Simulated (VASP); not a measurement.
# AlAs3: relaxation of cell and atoms with PBE

The system is AlAs3.

```xyz
8
Lattice="6.0911 0.0000 0.0000 -3.0456 5.2751 0.0000 0.0000 0.0000 4.8891" Properties=species:S:1:pos:R:3 pbc="T T T"
Al    0.0000    3.5167    1.2223
Al    3.0456    1.7584    3.6668
As    3.0456    3.5132    1.2223
As   -1.5197    4.3941    3.6668
As    1.5258    0.8809    1.2223
As    0.0000    1.7619    3.6668
As    4.5653    0.8809    1.2223
As    1.5197    4.3941    3.6668
```

```json
{
 "Program": "VASP 6.6.1",
 "Task": "relaxation of cell and atoms",
 "Functional": "PBE",
 "Potentials or basis": "VASP PAW PBE potentials, release 64 (Al, As)",
 "Cutoff": "600 eV",
 "k mesh": "6 × 6 × 8",
 "Occupations": "gaussian, width 0.1 eV",
 "Spin": "no spin polarisation",
 "Dipole correction": "no",
 "Further INCAR settings": "ALGO = Normal; EDIFF = 1e-06; IBRION = 2; EDIFFG = -0.01; NSW = 100; ISIF = 3"
}
```

- Relaxed volume: 19.22 Å³/atom
- Relaxed cell: a = 5.943 Å, b = 5.943 Å, c = 5.026 Å, α = 90.00°, β = 90.00°, γ = 120.00°
- Space group after relaxing (to 0.1 Å): P6_3/mmc (No. 194)
- Energy gained by relaxing: 36.0 meV/atom
- Ionic steps: 20
- Pressure after relaxing: 0.0 GPa
- Largest force after relaxing: 0.006 eV/Å
- Band gap on the k mesh: zero (bands 18 and 19 overlap by 2.24 eV)

Forces on the atoms (eV/Å):
```
Al   0.000  0.000  0.000
Al   0.000  0.000  0.000
As   0.000 -0.006  0.000
As   0.005 -0.003  0.000
As   0.005  0.003  0.000
As   0.000  0.006  0.000
As  -0.005  0.003  0.000
As  -0.005 -0.003  0.000
```

The path:
```tsv
step	energy change (eV)	largest force (eV/Å)	pressure (GPa)	volume (Å³)
1	0.0000	0.2454	-3.13	157.09
2	-0.1118	0.2903	0.76	148.51
3	-0.1118	0.2905	0.83	148.37
4	-0.1640	0.2706	0.86	148.27
5	-0.2457	0.0311	1.97	147.81
6	-0.2675	0.0626	-0.69	153.98
7	-0.2714	0.0506	0.02	152.18
8	-0.2742	0.0475	-0.04	152.27
9	-0.2770	0.0519	-0.11	152.40
10	-0.2825	0.0668	-0.19	152.65
11	-0.2710	0.0888	-0.10	153.05
12	-0.2832	0.0709	-0.19	152.73
13	-0.2848	0.0206	0.39	151.97
14	-0.2849	0.0308	0.27	152.12
15	-0.2870	0.0118	0.18	152.80
16	-0.2877	0.0061	0.13	153.41
17	-0.2877	0.0086	0.12	153.49
18	-0.2877	0.0218	-0.23	154.22
19	-0.2879	0.0051	-0.04	153.82
20	-0.2880	0.0060	0.00	153.75
```

Final structure:
```
Al As
1.0
     5.94311    0.00000    0.00000
    -2.97155    5.14688    0.00000
     0.00000    0.00000    5.02637
Al As
2 6
Direct
  0.33333 0.66667 0.25000
  0.66667 0.33333 0.75000
  0.81950 0.63899 0.25000
  0.18050 0.81950 0.75000
  0.36101 0.18050 0.25000
  0.18050 0.36101 0.75000
  0.81950 0.18050 0.25000
  0.63899 0.81950 0.75000
```

Levels at points of the mesh, in eV from the Fermi level:
```
           k point  band 15  band 16  band 17  band 18  band 19  band 20  band 21  band 22
(0.00, 0.00, 0.00)    -2.06    -1.66    -1.63    -1.56    -0.50    -0.50     1.08     2.28
(0.50, 0.00, 0.00)    -2.21    -2.13    -2.13    -0.96    -0.01     0.12     1.13     1.60
(0.00, 0.00, 0.50)     0.18     0.18     1.62     1.62     1.62     1.62     2.29     2.29
(0.50, 0.00, 0.50)    -1.81    -1.81    -0.42    -0.42     0.60     0.60     1.51     1.51
```

It took 39 min on 1 thread of AMD EPYC 7R43 64-Core Processor (Zen 3), on a shared host, peak memory 0.36 GiB.
